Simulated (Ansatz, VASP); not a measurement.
**One calculation of RhN, two programs**

Contents of INCAR:

```
SYSTEM = RhN
  PREC = Accurate
  ENCUT = 520
  EDIFF = 1E-6
  ISMEAR = 0
  SIGMA = 0.05
  LREAL = .FALSE.
  LASPH = .TRUE.
  NELM = 150
  ALGO = Normal
  ISIF = 2
  LWAVE = .FALSE.
  LCHARG = .FALSE.
  ISPIN = 2
  MAGMOM = 0.6 0
  LORBIT = 11
  LMAXMIX = 4
  LDAU = .TRUE.
  LDAUTYPE = 2
  LDAUL = 2 -1
  LDAUU = 5 0
  LDAUJ = 0 0
  LDAUPRINT = 1
  GGA = PS
  NBANDS = 21
```

KPOINTS

```
regular mesh
0
G
  7 7 7
  0 0 0
```

Contents of POSCAR:

```
RhN
1.0
    2.9628278700      0.0000000000      0.0000000000
   -1.4814139400      2.5658842000      0.0000000000
    0.0000000000      0.0000000000      2.8915732100
Rh N
1 1
Direct
    0.0000000000      0.0000000000      0.0000000000
    0.6666666667      0.3333333333      0.5000000000
```

input.yaml

```yaml
crystal:
  lattice:
    - [2.96282787, 0.0, 0.0]
    - [-1.48141394, 2.5658842, 0.0]
    - [0.0, 0.0, 2.89157321]
  atoms:
    - { symbol: Rh, position: [0.0, 0.0, 0.0], spin: 0.6 }
    - { symbol: "N", position: [0.6666666667, 0.3333333333, 0.5] }
kpoints:
  mp_grid: { grid: [7, 7, 7] }
scf:
  occupations: { method: gaussian, width: 0.05 }
hamiltonian:
  xc: pbesol
  pseudopotentials: { kind: all_electron, lapw: { basis_error: 0.001 } }
  hubbard:
    sites: [{ species: Rh, l: d, u_eff: 5 }]
    double_counting: fll
    projectors: ortho-atomic
magnetization:
  spin_polarized: true
output:
  forces: true
  stress: true
  eigenvalues: true
  hubbard: {}
```

Alike in both runs: task single point; functional PBEsol; k mesh 7 × 7 × 7; occupations gaussian, width 0.05 eV; collinear spin; Hubbard terms Rh d U = 5.0 eV.

```csv
,VASP,Ansatz
version,VASP 6.6.1,Ansatz 0.2.0
potentials or method,"VASP PAW PBE potentials, release 64 (Rh_pv, N), cutoff 520 eV","all-electron LAPW, scalar-relativistic"
```

```tsv
	VASP	Ansatz	Ansatz less VASP
gap on the k mesh at the Fermi level (eV)	none	none	-
pressure (GPa)	-26.3	-20.4	+5.94
traceless stress, the component that is largest in VASP (GPa)	-2.32	-0.91	+1.409
net moment per atom (μB)	0.00	0.00	+0.002
```

VASP's potentials were made for PBE, not for PBEsol. The programs project onto different local orbitals, so the same U acts differently, and such runs can settle in different states. A gap of «none» marks a metal or a gap that the smearing closes. Ansatz ran all-electron here, and VASP with PAW potentials.

Noted on Ansatz's run: the k mesh is thin for a metal, which can move the energy by tens of meV per atom; U is the effective U less J, on atomic orbitals that reach past the spheres.
